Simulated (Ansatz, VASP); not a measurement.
**Two plane-wave programs on Rh**

```
Rh
1.0
     0.00000    1.91522    1.91522
     1.91522    0.00000    1.91522
     1.91522    1.91522    0.00000
Rh
1
Direct
  0.00000 0.00000 0.00000
```

Alike in both runs: task single point; functional PBE; k mesh 23 × 23 × 23; occupations fermi-dirac, width 0.05 eV; collinear spin.

```csv
,VASP,Ansatz
version,VASP 6.6.1,Ansatz 0.2.0
potentials or method,"VASP PAW PBE potentials, release 64 (Rh_pv), cutoff 520 eV","plane waves (420 eV) with PAW, scalar-relativistic"
valence electrons in the cell,15,17
```

|  | VASP | Ansatz | Ansatz less VASP |
| --- | --- | --- | --- |
| pressure (GPa) | 0.0 | 0.0 | -0.04 |
| net moment per atom (μB) | 0.00 | 0.00 | 0.000 |

With one functional, cell and mesh, what is left measures potentials, basis and numerics. VASP's potentials hold 15 valence electrons a cell and Ansatz's 17, so a difference there can come from the potentials and not from the codes. Ansatz's warnings: seeded moment not kept.
